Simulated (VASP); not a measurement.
Ti3Al: relaxation of cell and atoms with r2SCAN

Ti3Al:

```
Ti Al
1.0
     4.52869    0.00000    0.00000
    -2.26435    3.92196    0.00000
     0.00000    0.00000    4.84109
Ti Al
3 1
Direct
  0.00000 0.00000 0.50000
  0.33333 0.66667 0.00000
  0.66667 0.33333 0.00000
  0.00000 0.00000 0.00000
```

- Program: VASP 6.6.1
- Task: relaxation of cell and atoms
- Functional: r2SCAN
- Potentials or basis: VASP PAW PBE potentials, release 64 (Ti_sv, Al)
- Cutoff: 550 eV
- k mesh: 12 × 12 × 10
- Occupations: gaussian, width 0.1 eV
- Spin: no spin polarisation
- Dipole correction: no
- Further INCAR settings: ALGO = Normal; EDIFF = 1e-07; IBRION = 2; EDIFFG = -0.01; NSW = 100; ISIF = 3

The relaxed volume is 21.47 Å³/atom and the relaxed cell is a = 4.528 Å, b = 4.528 Å, c = 4.837 Å, α = 90.00°, β = 90.00°, γ = 120.00°. The space group after relaxing (to 0.1 Å) is P6/mmm (No. 191), the energy gained by relaxing is 0.0 meV/atom and the ionic steps are 2. The pressure after relaxing is 0.0 GPa and the band gap on the k mesh is zero (an odd number of electrons rules out a gap without spin polarisation).

Final structure:
```xyz
4
Lattice="4.5282 0.0000 0.0000 -2.2641 3.9215 0.0000 0.0000 0.0000 4.8372" Properties=species:S:1:pos:R:3 pbc="T T T"
Ti    0.0000    0.0000    2.4186
Ti    0.0000    2.6144    0.0000
Ti    2.2641    1.3072    4.8372
Al    4.5282    0.0000    0.0000
```

Levels at points of the mesh, in eV from the Fermi level:
| k point | band 16 | band 17 | band 18 | band 19 | band 20 | band 21 | band 22 | band 23 |
| --- | --- | --- | --- | --- | --- | --- | --- | --- |
| (0.00, 0.00, 0.00) | -1.71 | -0.37 | 0.10 | 0.10 | 0.26 | 0.26 | 0.37 | 0.37 |
| (0.50, 0.00, 0.00) | -1.20 | -1.10 | -1.04 | -0.60 | 0.09 | 0.11 | 0.89 | 1.06 |
| (0.00, 0.00, 0.50) | -2.23 | -0.43 | -0.43 | -0.29 | 0.81 | 0.81 | 0.83 | 1.66 |
| (0.50, 0.00, 0.50) | -1.59 | -0.90 | -0.85 | -0.68 | -0.03 | 0.29 | 0.74 | 1.10 |

It took 5.8 min on 4 MPI ranks on Intel(R) Xeon(R) 6975P-C (Granite Rapids), on a shared host, peak memory 0.38 GiB a rank.

Caveat: the PAW data sets were made with another functional, which shifts forces and pressure a little.
